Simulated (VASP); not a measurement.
Set up this calculation in VASP 6.6.1, as the native input.

| Quantity | Value |
| --- | --- |
| Task | single point |
| Functional | r2SCAN |
| Potentials or basis | VASP PAW PBE potentials, release 64 (Sn_d, Se) |
| Cutoff | 520 eV |
| k mesh | 10 × 10 × 10 |
| Occupations | gaussian, width 0.05 eV |
| Spin | no spin polarisation |
| Dipole correction | no |
| Further INCAR settings | ALGO = Normal; EDIFF = 1e-06; NBANDS = 17 |

SnSe:

```xyz
2
Lattice="0.0000 3.0100 3.0100 3.0100 0.0000 3.0100 3.0100 3.0100 0.0000" Properties=species:S:1:pos:R:3 pbc="T T T"
Sn    0.0000    0.0000    0.0000
Se    3.0100    3.0100    2.7475
```

This cell differs from its parent crystal: all Se atoms moved +0.263 Å, as atom 2 towards its neighbour atom 1 (Sn) at 3.010 Å.

The input as run:

POSCAR

```
SnSe
1.0
    0.0000000000      3.0100000000      3.0100000000
    3.0100000000      0.0000000000      3.0100000000
    3.0100000000      3.0100000000      0.0000000000
Sn Se
1 1
Direct
    0.0000000000      0.0000000000      0.0000000000
    0.4563953488      0.4563953488      0.5436046512
```

INCAR.step1

```
SYSTEM = SnSe
  ALGO = Normal
  EDIFF = 1E-4
  ENCUT = 520
  GGA = PE
  ISMEAR = 0
  LASPH = .True.
  LCHARG = .False.
  LREAL = .False.
  LWAVE = .True.
  NBANDS = 17
  NELM = 100
  PREC = Accurate
  SIGMA = 0.05
```

INCAR.step2

```
SYSTEM = SnSe
  ALGO = Normal
  EDIFF = 1E-6
  ENCUT = 520
  ISIF = 2
  ISMEAR = 0
  ISTART = 1
  LASPH = .True.
  LCHARG = .True.
  LELF = .True.
  LMIXTAU = .True.
  LREAL = .False.
  LVHAR = .True.
  LWAVE = .False.
  METAGGA = R2SCAN
  NBANDS = 17
  NELM = 100
  PREC = Accurate
  SIGMA = 0.05
```

KPOINTS

```
k-points
0
Gamma
  10 10 10
  0 0 0
```

Potentials or basis: VASP PAW PBE potentials, release 64 (Sn_d, Se).

Command:

```sh
$ cat potpaw_PBE.64/Sn_d/POTCAR potpaw_PBE.64/Se/POTCAR > POTCAR
$ cp INCAR.step1 INCAR
$ mpirun -np 1 vasp_std > vasp.out
$ cp INCAR.step2 INCAR
$ mpirun -np 1 vasp_std > vasp.out
```

It gave:

```json
{"Pressure": "1.1 GPa", "Largest force": "0.175 eV/Å", "Band gap on the k mesh": "0.72 eV (least direct gap 0.81 eV)"}
```

Caveat: the cell differs from its parent crystal (all Se atoms moved +0.263 Å, as atom 2 towards its neighbour atom 1 (Sn) at 3.010 Å); the PAW data sets were made with another functional, which shifts forces and pressure a little; spin-orbit coupling is left out, which moves the levels of the heavy elements.

Wall time 84 s on 1 thread of Intel(R) Xeon(R) 6975P-C (Granite Rapids) (shared host), peak memory 0.25 GiB.
